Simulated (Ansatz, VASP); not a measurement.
## Se in VASP and in Ansatz

INCAR

```
PREC     = Accurate       # precision mode
ENCUT    = 520            # plane-wave cutoff, eV
EDIFF    = 1E-7           # SCF threshold, eV
ISMEAR   = -1             # smearing method
SIGMA    = 0.08           # smearing width, eV
LREAL    = F              # projectors in reciprocal space
LASPH    = T              # aspherical terms in the spheres
NELM     = 100            # most SCF steps
ALGO     = Normal         # electronic algorithm
ISIF     = 2              # what is computed and relaxed
LWAVE    = F              # write WAVECAR
LCHARG   = F              # write CHGCAR
GGA      = PS             # functional
NBANDS   = 9              # bands
```

KPOINTS

```
Automatic mesh
0
Gamma
  20 20 20
```

File POSCAR:

```
Se
1.0
   -1.3283500839      1.3283500839      1.3283500839
    1.3283500839     -1.3283500839      1.3283500839
    1.3283500839      1.3283500839     -1.3283500839
Se
1
Direct
    0.0000000000      0.0000000000      0.0000000000
```

Input for Ansatz:

```yaml
crystal:
  lattice:
    - [-1.3283500839, 1.3283500839, 1.3283500839]
    - [1.3283500839, -1.3283500839, 1.3283500839]
    - [1.3283500839, 1.3283500839, -1.3283500839]
  atoms:
    - { symbol: Se, position: [0.0, 0.0, 0.0] }
kpoints:
  mp_grid: { grid: [20, 20, 20] }
scf:
  occupations: { method: fermi_dirac, width: 0.08 }
hamiltonian:
  xc: pbesol
  pseudopotentials: { kind: paw }
output:
  forces: true
  stress: true
  eigenvalues: true
  write_density: true
  write_potential: true
  elf: true
  volumetric_format: npy
```

Change from the starting cell: volume scaled by 0.486, to set the pressure.

Alike in both runs: task single point; functional PBEsol; k mesh 20 × 20 × 20; occupations fermi-dirac, width 0.08 eV; no spin polarisation.

|  | VASP | Ansatz |
| --- | --- | --- |
| version | VASP 6.6.1 | Ansatz 0.2.0 |
| potentials or method | VASP PAW PBE potentials, release 64 (Se) | PAW with Ansatz's default frozen-core files, scalar-relativistic |
| plane-wave cutoff (eV) | 520 | 420 |
| valence electrons in the cell | 6 | 16 |

```tsv
	VASP	Ansatz	Ansatz less VASP
pressure (GPa)	301.7	294.8	-6.96
```

VASP's potentials were made for PBE, not for PBEsol. Both programs put the cell under a high pressure, so it lies far from rest at this level. VASP's potentials hold 6 valence electrons a cell and Ansatz's 16, so a difference there can come from the potentials and not from the codes.

Noted on VASP's run: the cell as given lies far from equilibrium.
